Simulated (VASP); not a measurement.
# CdF2 (Fm-3m) in VASP: settings compared

The runs below take CdF2 through relaxation of cell and atoms, with RPBE+D3(BJ), RPBE+D4, revPBE+D3(BJ), revPBE+D4, revPBE.

All numbers are computed with VASP 6.6.1; they aren't measurements. Logs are shortened: lines on timing, memory, paths and dates and some standing lists are left out, and cuts for length are marked.

**1. The cell of the first run**

The structure is cubic, space group Fm-3m (No. 225). Conventional cell: a = 5.388 Å, b = 5.388 Å, c = 5.388 Å, α = 90.00°, β = 90.00°, γ = 90.00°. Cd (site symmetry m-3m) has 8 F at 2.33 Å within 3.1 Å. Within 3.1 Å of F (site symmetry -43m) lie 4 Cd at 2.33 Å and 6 F at 2.69 Å.

**2. Relaxation of cell and atoms, RPBE+D3(BJ)**

The input, INCAR:

```
SYSTEM = CdF2
ALGO = Normal
EDIFF = 1E-6
EDIFFG = -0.01
ENCUT = 600
GGA = RP
IBRION = 2
ISIF = 3
ISMEAR = -1
IVDW = 12
LASPH = .TRUE.
LCHARG = .FALSE.
LREAL = .FALSE.
LWAVE = .FALSE.
NELM = 80
NSW = 60
PREC = Accurate
SIGMA = 0.05
```

The input, KPOINTS:

```
k-points
0
G
  9 9 9
  0 0 0
```

The input, POSCAR:

```
CdF2
1.0
    0.0000000000      2.6940000000      2.6940000000
    2.6940000000      0.0000000000      2.6940000000
    2.6940000000      2.6940000000      0.0000000000
Cd F
1 2
Direct
    0.0000000000      0.0000000000      0.0000000000
    0.7500000000      0.7500000000      0.7500000000
    0.2500000000      0.2500000000      0.2500000000
```

Potentials or basis: VASP PAW PBE potentials, release 64 (Cd, F).

The run is started by

```
cat potpaw_PBE.64/Cd/POTCAR potpaw_PBE.64/F/POTCAR > POTCAR
mpirun -np 1 vasp_std > vasp.out
```

OUTCAR:

```text
SYSTEM = CdF2
   EDIFF = 1E-6
   EDIFFG = -0.01
   ENCUT = 600
   GGA = RP
   IBRION = 2
   ISIF = 3
   ISMEAR = -1
   IVDW = 12
   LASPH = .TRUE.
   LREAL = .FALSE.
   NELM = 80
   NSW = 60
   PREC = Accurate
 IVDW          = 12

 ion  position               nearest neighbor table
   1  0.000  0.000  0.000-   2 2.33   2 2.33   2 2.33   2 2.33   3 2.33   3 2.33   3 2.33   3 2.33

   2  0.750  0.750  0.750-   1 2.33   1 2.33   1 2.33   1 2.33
   3  0.250  0.250  0.250-   1 2.33   1 2.33   1 2.33   1 2.33

  LATTYP: Found a face centered cubic cell.
 ALAT       =     5.3880000000

  Lattice vectors:

 A1 = (   0.0000000000,   2.6940000000,   2.6940000000)
 A2 = (   2.6940000000,   0.0000000000,   2.6940000000)
 A3 = (   2.6940000000,   2.6940000000,   0.0000000000)

Analysis of symmetry for initial positions (statically):
=====================================================================
 Subroutine PRICEL returns:
 Original cell was already a primitive cell.

 Routine SETGRP: Setting up the symmetry group for a
 face centered cubic supercell.

 Subroutine GETGRP returns: Found 48 space group operations
 (whereof 48 operations were pure point group operations)
 out of a pool of 48 trial point group operations.

The static configuration has the point symmetry O_h .

Analysis of symmetry for dynamics (positions and initial velocities):
=====================================================================
 Subroutine PRICEL returns:
 Original cell was already a primitive cell.

 Routine SETGRP: Setting up the symmetry group for a
 face centered cubic supercell.

 Subroutine GETGRP returns: Found 48 space group operations
 (whereof 48 operations were pure point group operations)
 out of a pool of 48 trial point group operations.

The dynamic configuration has the point symmetry O_h .

 Subroutine INISYM returns: Found 48 space group operations
 (whereof 48 operations are pure point group operations),
 and found     1 'primitive' translations

----------------------------------------------------------------------------------------

                                     Primitive cell

  volume of cell :      39.1041

  direct lattice vectors                    reciprocal lattice vectors
     0.000000000  2.694000000  2.694000000    -0.185597624  0.185597624  0.185597624
     2.694000000  0.000000000  2.694000000     0.185597624 -0.185597624  0.185597624
     2.694000000  2.694000000  0.000000000     0.185597624  0.185597624 -0.185597624

  length of vectors
     3.809891337  3.809891337  3.809891337     0.321464515  0.321464515  0.321464515

[... 65 lines left out ...]
   number of dos      NEDOS =    301   number of ions     NIONS =      3
   total plane-waves  NPLWV =  27000
   dimension x,y,z NGX =    30 NGY =   30 NGZ =   30
   dimension x,y,z NGXF=    60 NGYF=   60 NGZF=   60
   ions per type =               1   2
   NGX,Y,Z   is equivalent  to a cutoff of  13.09, 13.09, 13.09 a.u.
   NGXF,Y,Z  is equivalent  to a cutoff of  26.18, 26.18, 26.18 a.u.
 SYSTEM =  CdF2
   PREC   = accura    normal or accurate (medium, high low for compatibility)
   ISTART =      0    job   : 0-new  1-cont  2-samecut
   ICHARG =      2    charge: 1-file 2-atom 10-const
   ISPIN  =      1    spin polarized calculation?
   LNONCOLLINEAR =      F non collinear calculations
   LSORBIT =      F    spin-orbit coupling
   LASPH  =      T    aspherical Exc in radial PAW
   ENCUT  =  600.0 eV  44.10 Ry    6.64 a.u.   7.61  7.61  7.61*2*pi/ulx,y,z
   NELM   =     80;   NELMIN=  2; NELMDL= -5     # of ELM steps
   EDIFF  = 0.1E-05   stopping-criterion for ELM
   LREAL  =      F    real-space projection
   EDIFFG = -.1E-01   stopping-criterion for IOM
   NSW    =     60    number of steps for IOM
   IBRION =      2    ionic relax: 0-MD 1-quasi-New 2-CG
   NFREE  =      1    steps in history (QN), initial steepest desc. (CG)
   ISIF   =      3    stress and relaxation
   ISYM   =      2    0-nonsym 1-usesym 2-fastsym
   POTIM  = 0.5000    time-step for ionic-motion
   TEBEG  =    0.0;   TEEND  =   0.0 temperature during run
   PSTRESS=    0.0 pullay stress
   NELECT =      26.0000    total number of electrons
   NUPDOWN=      -1.0000    fix difference up-down
   EMIN   =  10.00;   EMAX   =-10.00  energy-range for DOS
   EFERMI =   0.00;   METHOD = LEGACY
   ISMEAR =    -1;   SIGMA  =   0.05  broadening in eV -4-tet -1-fermi 0-gaus
   EFERMI_NEDOS =   21; number of points for ismear=-14 and -15
   IALGO  =     38    algorithm
   IMIX   =      4    mixing-type and parameters
     AMIX     =   0.40;   BMIX     =  1.00
     AMIX_MAG =   1.60;   BMIX_MAG =  1.00
  volume/ion in A,a.u.               =      13.03        87.96
  Fermi-wavevector in a.u.,A,eV,Ry     =   1.428867  2.700166 27.778468  2.041660
  Thomas-Fermi vector in A             =   2.548882
   LORBIT       =      0    0 simple, 1 ext, 2 COOP (PROOUT), +10 PAW based schemes
   GGA     = RP    functional components
   LHFCALC =     F    Hartree Fock is set to
   AEXX    =    0.0000 exact exchange contribution
   IVDW    =    12    specifies the selected vdW correction
   LEPSILON=     F    determine dielectric tensor
   LRPA    =     F    only Hartree local field effects (RPA)
 conjugate gradient relaxation of ions
 non-spin polarized calculation
  energy-cutoff  :      600.00
  volume of cell :       39.10
 maximum number of plane-waves:      1324
   NGX = 15   NGY = 15   NGZ = 15

--------------------------------------- Ionic step        1  -------------------------------------------

 number of electron      25.9999977 magnetization

 Free energy of the ion-electron system (eV)
  ---------------------------------------------------
  ext. energy  EPLUGINS =         0.00000000
  ---------------------------------------------------
  free energy    TOTEN  =        -9.89975568 eV

  energy without entropy =       -9.89975568  energy(sigma->0) =       -9.89975568

 E-fermi :  -0.0020     XC(G=0): -10.0369

 val. band max:       -1.1504998977   @ k =  -0.3333   0.4444   0.2222
 cond. band min:       2.1490154612   @ k =   0.0000   0.0000   0.0000
 fundamental gap:      3.2995153589
 Fermi energy:        -0.0020450058

 k-point     1 :       0.0000    0.0000    0.0000
  band No.  band energies     occupation
      1     -22.0210      2.00000
      2     -20.9407      2.00000
      3      -6.7429      2.00000
      4      -6.7429      2.00000
      5      -6.7429      2.00000
      6      -5.5703      2.00000
[... 552 lines left out ...]
--------------------------------------- Ionic step        3  -------------------------------------------

 number of electron      25.9999978 magnetization

 Free energy of the ion-electron system (eV)
  ---------------------------------------------------
  ext. energy  EPLUGINS =         0.00000000
  ---------------------------------------------------
  free energy    TOTEN  =        -9.92562617 eV

  energy without entropy =       -9.92562617  energy(sigma->0) =       -9.92562617

 E-fermi :  -0.1170     XC(G=0):  -9.9786

 val. band max:       -1.2270059859   @ k =  -0.3333   0.4444   0.2222
 cond. band min:       2.0347468817   @ k =   0.0000   0.0000   0.0000
 fundamental gap:      3.2617528677
 Fermi energy:        -0.1170118696

 k-point     1 :       0.0000    0.0000    0.0000
  band No.  band energies     occupation
      1     -22.0408      2.00000
      2     -20.9888      2.00000
      3      -6.7898      2.00000
      4      -6.7898      2.00000
      5      -6.7898      2.00000
      6      -5.6620      2.00000
[... 505 lines left out ...]
  FREE ENERGIE OF THE ION-ELECTRON SYSTEM (eV)
  ---------------------------------------------------
  free  energy   TOTEN  =       -11.6151573811 eV

  energy  without entropy=      -11.6151573810  energy(sigma->0) =      -11.61515738

 reached required accuracy - stopping structural energy minimisation
```

CONTCAR:

```text
CdF2
   1.00000000000000
     0.0000000000000000    2.7033700496744699    2.7033700496744699
     2.7033700496744699    0.0000000000000000    2.7033700496744699
     2.7033700496744699    2.7033700496744699   -0.0000000000000000
  Cd              F
     1     2
Direct
     0.0000000000000000    0.0000000000000000    0.0000000000000000
     0.7500000000000000    0.7500000000000000    0.7500000000000000
     0.2500000000000000    0.2500000000000000    0.2500000000000000

  0.00000000E+00  0.00000000E+00  0.00000000E+00
  0.00000000E+00  0.00000000E+00  0.00000000E+00
  0.00000000E+00  0.00000000E+00  0.00000000E+00
```

It took 31 s on 1 thread of Intel Xeon 6975P-C (Granite Rapids), shared host; peak memory 0.19 GiB.

Results:

| Quantity | Value |
| --- | --- |
| Free energy | -11.6152 eV |
| Relaxed volume | 13.17 Å³/atom |
| Relaxed cell | a = 3.823 Å, b = 3.823 Å, c = 3.823 Å, α = 60.00°, β = 60.00°, γ = 60.00° |
| Space group after relaxing (to 0.1 Å) | Fm-3m (No. 225) |
| Energy gained by relaxing | 0.5 meV/atom |
| Ionic steps | 3 |
| Pressure after relaxing | 0.0 GPa |
| Band gap on the k mesh | 3.26 eV (least direct gap 3.76 eV) |
| Dispersion energy per atom | -0.563 eV |

The path:
```
step  energy change (eV)  largest force (eV/Å)  pressure (GPa)  volume (Å³)
   1              0.0000                0.0000            1.12        39.10
   2             -0.0013                0.0000           -0.28        39.62
   3             -0.0014                0.0000            0.02        39.51
```

Final structure:
```xyz
3
Lattice="0.0000 2.7034 2.7034 2.7034 0.0000 2.7034 2.7034 2.7034 0.0000" Properties=species:S:1:pos:R:3 pbc="T T T"
Cd    0.0000    0.0000    0.0000
F     4.0551    4.0551    4.0551
F     1.3517    1.3517    1.3517
```

Caveat: the PAW data sets were made with another functional, which shifts forces and pressure a little; an odd mesh through Γ misses points on the zone boundary, where band edges can lie.

**3. Relaxation of cell and atoms, RPBE+D4**

The input, INCAR:

```
ALGO = Normal
EDIFF = 1E-6
EDIFFG = -0.01
ENCUT = 600
GGA = RP
IBRION = 2
ISIF = 3
ISMEAR = -1
IVDW = 13
LASPH = True
LCHARG = False
LREAL = False
LWAVE = False
NELM = 100
NSW = 60
PREC = Accurate
SIGMA = 0.05
```

The input, KPOINTS:

```
k-points
0
Gamma
  9 9 9
```

POSCAR is that of step 2.

Potentials or basis: VASP PAW PBE potentials, release 64 (Cd, F).

The run is started by

```
cat potpaw_PBE.64/Cd/POTCAR potpaw_PBE.64/F/POTCAR > POTCAR
mpirun -np 1 vasp_std > vasp.out
```

Run time: 40 s. Hardware: 1 thread of Intel Xeon 6975P-C (Granite Rapids), shared host; peak memory 0.18 GiB.

Results (log left out):

| Property | Result |
| --- | --- |
| Free energy | -11.1068 eV |
| Relaxed volume | 13.83 Å³/atom |
| Relaxed cell | a = 3.885 Å, b = 3.885 Å, c = 3.885 Å, α = 60.00°, β = 60.00°, γ = 60.00° |
| Space group after relaxing (to 0.1 Å) | Fm-3m (No. 225) |
| Energy gained by relaxing | 14.5 meV/atom |
| Ionic steps | 3 |
| Pressure after relaxing | 0.0 GPa |
| Band gap on the k mesh | 3.09 eV (least direct gap 3.63 eV) |
| Dispersion energy per atom | -0.366 eV |

The path:
```csv
step,energy change (eV),largest force (eV/Å),pressure (GPa),volume (Å³)
1,0.0000,0.0000,6.22,39.10
2,-0.0414,0.0000,-1.17,42.04
3,-0.0435,0.0000,0.02,41.48
```

Final structure:
```
Cd F
1.0
     0.00000    2.74740    2.74740
     2.74740    0.00000    2.74740
     2.74740    2.74740    0.00000
Cd F
1 2
Direct
  0.00000 0.00000 0.00000
  0.75000 0.75000 0.75000
  0.25000 0.25000 0.25000
```

Levels at points of the mesh, in eV from the valence-band top:
```csv
k point,band 9,band 10,band 11,band 12,band 13,band 14,band 15,band 16,band 17
"(0.00, 0.00, 0.00)",-0.79,-0.79,-0.55,-0.55,-0.55,3.09,12.67,12.67,12.67
```

Caveat: the PAW data sets were made with another functional, which shifts forces and pressure a little; an odd mesh through Γ misses points on the zone boundary, where band edges can lie.

(Part 1 of 2 ends here.)
